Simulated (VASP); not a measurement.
# LiNbO3 (R3c) in VASP: single point with LDA

Aim: the single point of LiNbO3 with LDA.

Program: VASP 6.6.1. These are calculated values, not measurements. Logs are shortened: lines on timing, memory, paths and dates and some standing lists are left out, and cuts for length are marked.

**1. The cell of the first run**

It takes space group R3c (No. 161, trigonal). Conventional cell: a = 5.254 Å, b = 5.254 Å, c = 13.876 Å, α = 90.00°, β = 90.00°, γ = 120.00°. Within 3.3 Å of Li (site symmetry 3) lie 9 O at 2.19 to 3.29 Å and 4 Nb at 2.98 to 3.11 Å. Nb (site symmetry 3) has 6 O at 1.88 to 2.13 Å within 2.5 Å. O (site symmetry 1) has 2 Nb at 1.88 to 2.13 Å and 2 Li at 2.19 to 2.22 Å within 2.5 Å.

**2. Single point, LDA**

INCAR

```
SYSTEM = LiNbO3
  ALGO = Normal
  EDIFF = 1E-6
  ENCUT = 910
  GGA = CA
  GGA_COMPAT = .FALSE.
  ISIF = 2
  ISMEAR = 0
  LASPH = .TRUE.
  LCHARG = .FALSE.
  LREAL = .FALSE.
  LWAVE = .FALSE.
  NBANDS = 45
  NELM = 120
  PREC = Accurate
  SIGMA = 0.01
```

KPOINTS

```
k-points
0
G
  5 5 5
  0 0 0
```

POSCAR

```
LiNbO3
1.0
    2.6270998535      1.5167568076      4.6253000000
   -2.6270998535      1.5167568076      4.6253000000
    0.0000000000     -3.0335136152      4.6253000000
Li Nb O
2 2 6
Direct
    0.2995028222      0.2995028222      0.2995028222
    0.7995028222      0.7995028222      0.7995028222
    0.0145316202      0.0145316202      0.0145316202
    0.5145316202      0.5145316202      0.5145316202
    0.1406445497      0.3591733685      0.7363476395
    0.7363476395      0.1406445497      0.3591733685
    0.3591733685      0.7363476395      0.1406445497
    0.2363476395      0.8591733685      0.6406445497
    0.8591733685      0.6406445497      0.2363476395
    0.6406445497      0.2363476395      0.8591733685
```

Potentials or basis: VASP PAW LDA potentials, release 64 (Li_sv, Nb_sv, O_h).

Started as:

```console
$ cat potpaw_LDA.64/Li_sv/POTCAR potpaw_LDA.64/Nb_sv/POTCAR potpaw_LDA.64/O_h/POTCAR > POTCAR
$ mpirun -np 1 vasp_std > vasp.out
```

OUTCAR:

```text
SYSTEM = LiNbO3
   EDIFF = 1E-6
   ENCUT = 910
   GGA = CA
   ISIF = 2
   ISMEAR = 0
   LASPH = .TRUE.
   LREAL = .FALSE.
   NELM = 120
   PREC = Accurate

 ion  position               nearest neighbor table
   1  0.300  0.300  0.300-
   2  0.800  0.800  0.800-
   3  0.015  0.015  0.015-   5 1.88   6 1.88   7 1.88   9 2.13   8 2.13  10 2.13
   4  0.515  0.515  0.515-   9 1.88  10 1.88   8 1.88   5 2.13   7 2.13   6 2.13
   5  0.141  0.359  0.736-   3 1.88   4 2.13
   6  0.736  0.141  0.359-   3 1.88   4 2.13
   7  0.359  0.736  0.141-   3 1.88   4 2.13
   8  0.236  0.859  0.641-   4 1.88   3 2.13
   9  0.859  0.641  0.236-   4 1.88   3 2.13
  10  0.641  0.236  0.859-   4 1.88   3 2.13

  LATTYP: Found a trigonal (rhomboedric) cell.
 ALAT       =     5.5313294011
 COS(alpha) =     0.5488467280

  Lattice vectors:

 A1 = (   2.6270998535,   1.5167568076,   4.6253000000)
 A2 = (  -2.6270998535,   1.5167568076,   4.6253000000)
 A3 = (   0.0000000000,  -3.0335136152,   4.6253000000)

Analysis of symmetry for initial positions (statically):
=====================================================================
 Subroutine PRICEL returns:
 Original cell was already a primitive cell.

 Routine SETGRP: Setting up the symmetry group for a
 trigonal (rhombohedral) supercell.

 Subroutine GETGRP returns: Found  6 space group operations
 (whereof  3 operations were pure point group operations)
 out of a pool of 12 trial point group operations.

The static configuration has the point symmetry C_3 .
 The point group associated with its full space group is C_3v.

Analysis of symmetry for dynamics (positions and initial velocities):
=====================================================================
 Subroutine PRICEL returns:
 Original cell was already a primitive cell.

 Routine SETGRP: Setting up the symmetry group for a
 trigonal (rhombohedral) supercell.

 Subroutine GETGRP returns: Found  6 space group operations
 (whereof  3 operations were pure point group operations)
 out of a pool of 12 trial point group operations.

The dynamic configuration has the point symmetry C_3 .
 The point group associated with its full space group is C_3v.

 Subroutine INISYM returns: Found  6 space group operations
 (whereof  3 operations are pure point group operations),
 and found     1 'primitive' translations

----------------------------------------------------------------------------------------

                                     Primitive cell

  volume of cell :     110.5818

  direct lattice vectors                    reciprocal lattice vectors
     2.627099853  1.516756808  4.625300000     0.190323942  0.109883579  0.072067397
    -2.627099853  1.516756808  4.625300000    -0.190323942  0.109883579  0.072067397
     0.000000000 -3.033513615  4.625300000     0.000000000 -0.219767158  0.072067397

  length of vectors
     5.531329401  5.531329401  5.531329401     0.231281892  0.231281892  0.231281892

  position of ions in fractional coordinates (direct lattice)
     0.299502822  0.299502822  0.299502822
     0.799502822  0.799502822  0.799502822
     0.014531620  0.014531620  0.014531620
     0.514531620  0.514531620  0.514531620
     0.140644550  0.359173369  0.736347640
     0.736347640  0.140644550  0.359173369
     0.359173369  0.736347640  0.140644550
     0.236347640  0.859173369  0.640644550
     0.859173369  0.640644550  0.236347640
     0.640644550  0.236347640  0.859173369

  ion indices of the primitive-cell ions
   primitive index   ion index
                 1           1
                 2           2
                 3           3
                 4           4
                 5           5
                 6           6
                 7           7
                 8           8
                 9           9
                10          10

----------------------------------------------------------------------------------------

 KPOINTS: k-points

Automatic generation of k-mesh.
 Grid dimensions read from file:
 generate k-points for:    5    5    5

 Generating k-lattice:

  Cartesian coordinates                     Fractional coordinates (reciprocal lattice)
     0.038064788  0.021976716  0.014413479     0.200000000 -0.000000000  0.000000000
    -0.038064788  0.021976716  0.014413479    -0.000000000  0.200000000  0.000000000
     0.000000000 -0.043953432  0.014413479     0.000000000  0.000000000  0.200000000

  Length of vectors
     0.046256378  0.046256378  0.046256378

  Shift w.r.t. Gamma in fractional coordinates (k-lattice)
     0.000000000  0.000000000  0.000000000

 Subroutine IBZKPT returns following result:
 ===========================================

 Found     19 irreducible k-points:

 Following reciprocal coordinates:
            Coordinates               Weight
  0.000000  0.000000  0.000000      1.000000
  0.200000  0.000000 -0.000000      6.000000
  0.400000 -0.000000  0.000000      6.000000
  0.200000  0.200000  0.000000      6.000000
  0.400000  0.200000  0.000000     12.000000
 -0.400000  0.200000  0.000000     12.000000
[... 11 lines left out ...]
  0.400000  0.400000  0.400000      2.000000
 -0.400000  0.400000  0.400000      6.000000
   k-points           NKPTS =     19   k-points in BZ     NKDIM =     19   number of bands    NBANDS=     45
   number of dos      NEDOS =    301   number of ions     NIONS =     10
   total plane-waves  NPLWV = 157464
   dimension x,y,z NGX =    54 NGY =   54 NGZ =   54
   dimension x,y,z NGXF=   108 NGYF=  108 NGZF=  108
   ions per type =               2   2   6
   NGX,Y,Z   is equivalent  to a cutoff of  16.23, 16.23, 16.23 a.u.
   NGXF,Y,Z  is equivalent  to a cutoff of  32.46, 32.46, 32.46 a.u.
 SYSTEM =  LiNbO3
   PREC   = accura    normal or accurate (medium, high low for compatibility)
   ISTART =      0    job   : 0-new  1-cont  2-samecut
   ICHARG =      2    charge: 1-file 2-atom 10-const
   ISPIN  =      1    spin polarized calculation?
   LNONCOLLINEAR =      F non collinear calculations
   LSORBIT =      F    spin-orbit coupling
   LASPH  =      T    aspherical Exc in radial PAW
   ENCUT  =  910.0 eV  66.88 Ry    8.18 a.u.  13.61 13.61 13.61*2*pi/ulx,y,z
   NELM   =    120;   NELMIN=  2; NELMDL= -5     # of ELM steps
   EDIFF  = 0.1E-05   stopping-criterion for ELM
   LREAL  =      F    real-space projection
   EDIFFG = 0.1E-04   stopping-criterion for IOM
   NSW    =      0    number of steps for IOM
   IBRION =     -1    ionic relax: 0-MD 1-quasi-New 2-CG
   NFREE  =      0    steps in history (QN), initial steepest desc. (CG)
   ISIF   =      2    stress and relaxation
   ISYM   =      2    0-nonsym 1-usesym 2-fastsym
   POTIM  = 0.5000    time-step for ionic-motion
   TEBEG  =    0.0;   TEEND  =   0.0 temperature during run
   PSTRESS=    0.0 pullay stress
   NELECT =      68.0000    total number of electrons
   NUPDOWN=      -1.0000    fix difference up-down
   EMIN   =  10.00;   EMAX   =-10.00  energy-range for DOS
   EFERMI =   0.00;   METHOD = LEGACY
   ISMEAR =     0;   SIGMA  =   0.01  broadening in eV -4-tet -1-fermi 0-gaus
   EFERMI_NEDOS =   21; number of points for ismear=-14 and -15
   IALGO  =     38    algorithm
   IMIX   =      4    mixing-type and parameters
     AMIX     =   0.40;   BMIX     =  1.00
     AMIX_MAG =   1.60;   BMIX_MAG =  1.00
  volume/ion in A,a.u.               =      11.06        74.62
  Fermi-wavevector in a.u.,A,eV,Ry     =   1.392141  2.630765 26.368862  1.938057
  Thomas-Fermi vector in A             =   2.515912
   LORBIT       =      0    0 simple, 1 ext, 2 COOP (PROOUT), +10 PAW based schemes
   GGA     = CA    functional components
   LHFCALC =     F    Hartree Fock is set to
   AEXX    =    0.0000 exact exchange contribution
   IVDW    =     0    specifies the selected vdW correction
   LEPSILON=     F    determine dielectric tensor
   LRPA    =     F    only Hartree local field effects (RPA)
 non-spin polarized calculation
 Gauss-broadening in eV      SIGMA  =   0.01
  energy-cutoff  :      910.00
  volume of cell :      110.58
 maximum number of plane-waves:      6912
   NGX = 27   NGY = 27   NGZ = 27

 number of electron      68.0000001 magnetization

 Free energy of the ion-electron system (eV)
  ---------------------------------------------------
  ext. energy  EPLUGINS =         0.00000000
  ---------------------------------------------------
  free energy    TOTEN  =       -87.41155801 eV

  energy without entropy =      -87.41155801  energy(sigma->0) =      -87.41155801

 E-fermi :   3.5466     XC(G=0): -11.1002

 val. band max:        3.4056621669   @ k =   0.0000   0.0000   0.0000
 cond. band min:       6.7669681354   @ k =   0.0000   0.0000   0.0000
 fundamental gap:      3.3613059684
 Fermi energy:         3.5465817310

 k-point     1 :       0.0000    0.0000    0.0000
  band No.  band energies     occupation
      1     -50.4488      2.00000
      2     -50.4354      2.00000
      3     -38.3977      2.00000
      4     -38.3953      2.00000
      5     -26.9276      2.00000
      6     -26.9276      2.00000
[... 37 lines left out ...]
     44      12.8586      0.00000
     45      13.4070      0.00000

 k-point     2 :       0.2000    0.0000   -0.0000
  band No.  band energies     occupation
      1     -50.4475      2.00000
      2     -50.4367      2.00000
      3     -38.3975      2.00000
      4     -38.3955      2.00000
      5     -26.9154      2.00000
      6     -26.9139      2.00000
[... 37 lines left out ...]
     44      13.1084      0.00000
     45      13.2689      0.00000

 k-point     3 :       0.4000   -0.0000    0.0000
  band No.  band energies     occupation
      1     -50.4441      2.00000
      2     -50.4400      2.00000
      3     -38.3969      2.00000
      4     -38.3962      2.00000
      5     -26.8809      2.00000
      6     -26.8773      2.00000
[... 37 lines left out ...]
     44      12.8589      0.00000
     45      12.9220      0.00000

 k-point     4 :       0.2000    0.2000    0.0000
  band No.  band energies     occupation
      1     -50.4472      2.00000
      2     -50.4370      2.00000
      3     -38.3974      2.00000
      4     -38.3956      2.00000
      5     -26.9309      2.00000
      6     -26.9048      2.00000
[... 661 lines left out ...]
     44      12.7229      0.00000
     45      13.1526      0.00000

 k-point    18 :       0.4000    0.4000    0.4000
  band No.  band energies     occupation
      1     -50.4442      2.00000
      2     -50.4400      2.00000
      3     -38.3969      2.00000
      4     -38.3961      2.00000
      5     -26.8768      2.00000
      6     -26.8768      2.00000
[... 37 lines left out ...]
     44      12.1687      0.00000
     45      12.4763      0.00000

 k-point    19 :      -0.4000    0.4000    0.4000
  band No.  band energies     occupation
      1     -50.4425      2.00000
      2     -50.4417      2.00000
      3     -38.3966      2.00000
      4     -38.3965      2.00000
      5     -26.9091      2.00000
      6     -26.8817      2.00000
[... 37 lines left out ...]
     44      12.2934      0.00000
     45      12.3922      0.00000

------------------------ aborting loop because EDIFF is reached ----------------------------------------

  FORCE on cell =-STRESS in cart. coord.  units (eV):
  Direction    XX          YY          ZZ          XY          YZ          ZX
  --------------------------------------------------------------------------------------
  -------------------------------------------------------------------------------------
  Total       -6.1839200     -6.1839200     -5.0715983      0.0000000      0.0000000      0.0000000
  in kB      -89.5964409    -89.5964409    -73.4804382      0.0000000      0.0000000      0.0000000
  external PRESSURE =     -84.2244400 kB  Pullay stress =       0.0000000 kB

 VOLUME and BASIS-vectors are now :
 -----------------------------------------------------------------------------
  energy-cutoff  :      910.00
  volume of cell :      110.58
      direct lattice vectors                 reciprocal lattice vectors
     2.627099853  1.516756808  4.625300000     0.190323942  0.109883579  0.072067397
    -2.627099853  1.516756808  4.625300000    -0.190323942  0.109883579  0.072067397
     0.000000000 -3.033513615  4.625300000     0.000000000 -0.219767158  0.072067397

 POSITION                                       TOTAL-FORCE (eV/Angst)
 -----------------------------------------------------------------------------------
      0.00000      0.00000      4.15587        -0.000000     -0.000000     -0.000385
      0.00000      0.00000     11.09382        -0.000000     -0.000000     -0.000385
      0.00000      0.00000      0.20164        -0.000000     -0.000000     -0.015657
      0.00000      0.00000      7.13959        -0.000000     -0.000000     -0.015657
     -0.57410     -1.47562      5.71764        -0.008332      0.011764      0.005347
      1.56497      0.24063      5.71764        -0.006022     -0.013098      0.005347
     -0.99087      1.23499      5.71764         0.014354      0.001334      0.005347
     -1.63623     -0.28177      8.03029        -0.014354      0.001334      0.005347
      0.57410      1.55790      8.03029         0.008332      0.011764      0.005347
      1.06213     -1.27613      8.03029         0.006022     -0.013098      0.005347
 -----------------------------------------------------------------------------------
    total drift:                               -0.000000      0.000001     -0.000478

  FREE ENERGIE OF THE ION-ELECTRON SYSTEM (eV)
  ---------------------------------------------------
  free  energy   TOTEN  =       -87.4115580091 eV

  energy  without entropy=      -87.4115580091  energy(sigma->0) =      -87.41155801
```

Wall time 4.6 min (1 thread of Intel Xeon Platinum 8488C (Sapphire Rapids), shared host); peak memory 0.41 GiB.

What came out:

* Free energy: -87.4116 eV
* Pressure: -8.4 GPa
* Largest force: 0.016 eV/Å
* Band gap on the k mesh: 3.36 eV

Forces on the atoms (eV/Å):
```
Li   0.000  0.000  0.000
Li   0.000  0.000  0.000
Nb   0.000  0.000 -0.016
Nb   0.000  0.000 -0.016
O   -0.008  0.012  0.005
O   -0.006 -0.013  0.005
O    0.014  0.001  0.005
O   -0.014  0.001  0.005
O    0.008  0.012  0.005
O    0.006 -0.013  0.005
```

Caveat: the cutoff is under 1.25 times the usual one of these potentials, so pressure, stress and relaxed cells hold a basis-set (Pulay) error; the cell stands under tension; an odd mesh through Γ misses points on the zone boundary, where band edges can lie.
